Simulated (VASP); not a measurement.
# BiMo (P6_3/mmc) in VASP: relaxation of shape and atoms at fixed volume with PBEsol

Aim: the relaxation of shape and atoms at fixed volume of BiMo with PBEsol.

Everything below comes from runs of VASP 6.6.1. Logs are shortened: lines on timing, memory, paths and dates and some standing lists are left out, and cuts for length are marked.

## (1) The cell of the first run

Symmetry: P6_3/mmc, No. 194, hexagonal system. Conventional cell: a = 4.451 Å, b = 4.451 Å, c = 5.061 Å, α = 90.00°, β = 90.00°, γ = 120.00°. Within 3.3 Å of Mo (site symmetry -3m) lie 2 Mo at 2.53 Å and 6 Bi at 2.86 Å. Within 3.8 Å of Bi (site symmetry -6m2) lie 6 Mo at 2.86 Å and 6 Bi at 3.61 Å.

## (2) Relaxation of shape and atoms at fixed volume, PBEsol (21.71 Å³/atom)

INCAR reads:

```
PREC     = Accurate       # precision mode
ENCUT    = 600            # plane-wave cutoff, eV
EDIFF    = 1E-6           # SCF threshold, eV
ISMEAR   = 0              # smearing method
SIGMA    = 0.05           # smearing width, eV
LREAL    = F              # projectors in reciprocal space
LASPH    = T              # aspherical terms in the spheres
NELM     = 80             # most SCF steps
ALGO     = Fast           # electronic algorithm
ISIF     = 4              # what is computed and relaxed
LWAVE    = F              # write WAVECAR
LCHARG   = F              # write CHGCAR
GGA      = PS             # functional
IBRION   = 2              # ionic algorithm
NSW      = 60             # ionic steps
EDIFFG   = -0.01          # ionic threshold
```

KPOINTS reads:

```
regular mesh
0
Gamma
  8 8 6
```

POSCAR reads:

```
BiMo
1.0
    4.4514386544      0.0000000000      0.0000000000
   -2.2257193272      3.8550589581      0.0000000000
    0.0000000000      0.0000000000      5.0606987928
Mo Bi
2 2
Direct
    0.0000000000      0.0000000000      0.0000000000
    0.0000000000      0.0000000000      0.5000000000
    0.3333333333      0.6666666667      0.2500000000
    0.6666666667      0.3333333333      0.7500000000
```

Potentials or basis: VASP PAW PBE potentials, release 64 (Mo_sv, Bi_d).

The run is started by

```bash
> cat potpaw_PBE.64/Mo_sv/POTCAR potpaw_PBE.64/Bi_d/POTCAR > POTCAR
> mpirun -np 1 vasp_std > vasp.out
```

OUTCAR:

```text
PREC = Accurate
   ENCUT = 600
   EDIFF = 1E-6
   ISMEAR = 0
   LREAL = F
   LASPH = T
   NELM = 80
   ISIF = 4
   GGA = PS
   IBRION = 2
   NSW = 60
   EDIFFG = -0.01

 ion  position               nearest neighbor table
   1  0.000  0.000  0.000-   2 2.53   2 2.53   4 2.86   3 2.86   4 2.86   3 2.86   4 2.86   3 2.86

   2  0.000  0.000  0.500-   1 2.53   1 2.53   4 2.86   3 2.86   4 2.86   3 2.86   4 2.86   3 2.86

   3  0.333  0.667  0.250-   1 2.86   2 2.86   1 2.86   2 2.86   1 2.86   2 2.86   4 3.61   4 3.61
                             4 3.61   4 3.61   4 3.61   4 3.61
   4  0.667  0.333  0.750-   1 2.86   2 2.86   1 2.86   2 2.86   1 2.86   2 2.86   3 3.61   3 3.61
                             3 3.61   3 3.61   3 3.61   3 3.61

  LATTYP: Found a hexagonal cell.
 ALAT       =     4.4514386544
 C/A-ratio  =     1.1368681421

  Lattice vectors:

 A1 = (   4.4514386544,   0.0000000000,   0.0000000000)
 A2 = (  -2.2257193272,   3.8550589581,   0.0000000000)
 A3 = (   0.0000000000,   0.0000000000,   5.0606987928)

Analysis of symmetry for initial positions (statically):
=====================================================================
 Subroutine PRICEL returns:
 Original cell was already a primitive cell.

 Routine SETGRP: Setting up the symmetry group for a
 hexagonal supercell.

 Subroutine GETGRP returns: Found 24 space group operations
 (whereof 12 operations were pure point group operations)
 out of a pool of 24 trial point group operations.

The static configuration has the point symmetry D_3d.
 The point group associated with its full space group is D_6h.

Analysis of symmetry for dynamics (positions and initial velocities):
=====================================================================
 Subroutine PRICEL returns:
 Original cell was already a primitive cell.

 Routine SETGRP: Setting up the symmetry group for a
 hexagonal supercell.

 Subroutine GETGRP returns: Found 24 space group operations
 (whereof 12 operations were pure point group operations)
 out of a pool of 24 trial point group operations.

The dynamic configuration has the point symmetry D_3d.
 The point group associated with its full space group is D_6h.

 Subroutine INISYM returns: Found 24 space group operations
 (whereof 12 operations are pure point group operations),
 and found     1 'primitive' translations

[... 104 lines left out ...]
   ISIF   =      4    stress and relaxation
   ISYM   =      2    0-nonsym 1-usesym 2-fastsym
   POTIM  = 0.5000    time-step for ionic-motion
   TEBEG  =    0.0;   TEEND  =   0.0 temperature during run
   PSTRESS=    0.0 pullay stress
   NELECT =      58.0000    total number of electrons
   NUPDOWN=      -1.0000    fix difference up-down
   EMIN   =  10.00;   EMAX   =-10.00  energy-range for DOS
   EFERMI =   0.00;   METHOD = LEGACY
   ISMEAR =     0;   SIGMA  =   0.05  broadening in eV -4-tet -1-fermi 0-gaus
   EFERMI_NEDOS =   21; number of points for ismear=-14 and -15
   IALGO  =     68    algorithm
   IMIX   =      4    mixing-type and parameters
     AMIX     =   0.40;   BMIX     =  1.00
     AMIX_MAG =   1.60;   BMIX_MAG =  1.00
  volume/ion in A,a.u.               =      21.71       146.51
  Fermi-wavevector in a.u.,A,eV,Ry     =   1.430991  2.704181 27.861124  2.047735
  Thomas-Fermi vector in A             =   2.550776
   LORBIT       =      0    0 simple, 1 ext, 2 COOP (PROOUT), +10 PAW based schemes
   GGA     = PS    functional components
   LHFCALC =     F    Hartree Fock is set to
   AEXX    =    0.0000 exact exchange contribution
   IVDW    =     0    specifies the selected vdW correction
   LEPSILON=     F    determine dielectric tensor
   LRPA    =     F    only Hartree local field effects (RPA)
 conjugate gradient relaxation of ions
 non-spin polarized calculation
 RMM-DIIS sequential band-by-band and
 Gauss-broadening in eV      SIGMA  =   0.05
  energy-cutoff  :      600.00
  volume of cell :       86.84
 maximum number of plane-waves:      2926
 NGX is ok and might be reduce to    36
   NGX = 17   NGY = 17   NGZ = 21

--------------------------------------- Ionic step        1  -------------------------------------------

 number of electron      58.0000020 magnetization

 Free energy of the ion-electron system (eV)
  ---------------------------------------------------
  ext. energy  EPLUGINS =         0.00000000
  ---------------------------------------------------
  free energy    TOTEN  =       -29.60496836 eV

  energy without entropy =      -29.60368707  energy(sigma->0) =      -29.60432771

------------------------ aborting loop because EDIFF is reached ----------------------------------------

  FORCE on cell =-STRESS in cart. coord.  units (eV):
  Direction    XX          YY          ZZ          XY          YZ          ZX
  --------------------------------------------------------------------------------------
  -------------------------------------------------------------------------------------
  Total        2.9781587      2.9781587      3.3511394      0.0000000     -0.0000000      0.0000000
  in kB       54.9435249     54.9435249     61.8245789      0.0000000     -0.0000000      0.0000000
  external PRESSURE =      57.2372096 kB  Pullay stress =       0.0000000 kB
[... 63 lines left out ...]
--------------------------------------- Ionic step        3  -------------------------------------------

 number of electron      58.0000017 magnetization

 Free energy of the ion-electron system (eV)
  ---------------------------------------------------
  ext. energy  EPLUGINS =         0.00000000
  ---------------------------------------------------
  free energy    TOTEN  =       -29.60577814 eV

  energy without entropy =      -29.60490833  energy(sigma->0) =      -29.60534323

 E-fermi :   9.8032     XC(G=0): -11.8158

 val. band max:        9.7401169783   @ k =   0.3750   0.2500   0.0000
 cond. band min:       9.8078109882   @ k =   0.5000   0.0000   0.5000
 fundamental gap:      0.0676940099
 Fermi energy:         9.8032433121

 k-point     1 :       0.0000    0.0000    0.0000
  band No.  band energies     occupation
      1     -50.7221      2.00000
      2     -50.4716      2.00000
      3     -25.6860      2.00000
      4     -24.8894      2.00000
      5     -24.8894      2.00000
      6     -24.6617      2.00000
[... 877 lines left out ...]
     33      12.2725      0.00000
     34      12.3510      0.00000

 [... further k-points ...]

------------------------ aborting loop because EDIFF is reached ----------------------------------------

  FORCE on cell =-STRESS in cart. coord.  units (eV):
  Direction    XX          YY          ZZ          XY          YZ          ZX
  --------------------------------------------------------------------------------------
  -------------------------------------------------------------------------------------
  Total        3.0162937      3.0162937      3.0569548      0.0000000      0.0000000      0.0000000
  in kB       55.6470694     55.6470694     56.3972202      0.0000000      0.0000000      0.0000000
  external PRESSURE =      55.8971197 kB  Pullay stress =       0.0000000 kB
[... 19 lines left out ...]
  FREE ENERGIE OF THE ION-ELECTRON SYSTEM (eV)
  ---------------------------------------------------
  free  energy   TOTEN  =       -29.6057781393 eV

  energy  without entropy=      -29.6049083280  energy(sigma->0) =      -29.60534323

 reached required accuracy - stopping structural energy minimisation
```

CONTCAR:

```text
BiMo
   1.00000000000000
     4.4428554082742675    0.0000000000000000    0.0000000000000000
    -2.2214277041371338    3.8476256489083243    0.0000000000000000
    -0.0000000000000000   -0.0000000000000000    5.0802714225414984
  Mo              Bi
     2     2
Direct
     0.0000000000000000    0.0000000000000000    0.0000000000000000
     0.0000000000000000    0.0000000000000000    0.5000000000000000
     0.3333333332999970    0.6666666667000030    0.2500000000000000
     0.6666666667000030    0.3333333332999970    0.7500000000000000

  0.00000000E+00  0.00000000E+00  0.00000000E+00
  0.00000000E+00  0.00000000E+00  0.00000000E+00
  0.00000000E+00  0.00000000E+00  0.00000000E+00
  0.00000000E+00  0.00000000E+00  0.00000000E+00
```

Wall time 4.1 min (1 thread of Oxide Virtual Turin-like, shared host); peak memory 0.27 GiB.

What came out:

```yaml
Free_energy: -29.6058 eV
Energy_gained_by_relaxing: 0.2 meV/atom
Ionic_steps: 3
Pressure_after_relaxing: 5.6 GPa
Band_gap_on_the_k_mesh: zero (bands 29 and 30 overlap by 1.67 eV)
```

Stress tensor (GPa, compression positive):
```
5.56 0.00 0.00
0.00 5.56 0.00
0.00 0.00 5.64
```

Step by step:
```tsv
step	energy change (eV)	largest force (eV/Å)	pressure (GPa)	volume (Å³)
1	0.0000	0.0000	5.72	86.84
2	-0.0007	0.0000	5.62	86.84
3	-0.0008	0.0000	5.59	86.84
```

Final structure:
```
CELL_PARAMETERS angstrom
4.44286 0.00000 0.00000
-2.22143 3.84763 0.00000
0.00000 0.00000 5.08027
ATOMIC_POSITIONS crystal
Mo 0.00000 0.00000 0.00000
Mo 0.00000 0.00000 0.50000
Bi 0.33333 0.66667 0.25000
Bi 0.66667 0.33333 0.75000
```

Levels at points of the mesh, in eV from the Fermi level:
```tsv
k point	band 26	band 27	band 28	band 29	band 30	band 31	band 32	band 33
(0.00, 0.00, 0.00)	-2.20	0.04	0.04	0.89	0.89	2.75	2.75	2.77
(0.50, 0.00, 0.00)	-1.74	-1.32	-1.31	-0.92	0.52	1.12	1.21	2.61
(0.00, 0.00, 0.50)	-1.69	-0.66	-0.66	-0.66	-0.66	0.44	0.44	4.56
(0.50, 0.00, 0.50)	-1.21	-0.15	-0.15	-0.15	-0.15	0.00	0.00	2.58
```

Caveat: the PAW data sets were made with another functional, which shifts forces and pressure a little; spin-orbit coupling is left out, which moves the levels of the heavy elements.

The gap in the log of VASP goes by the Fermi energy; the results here count the filled bands.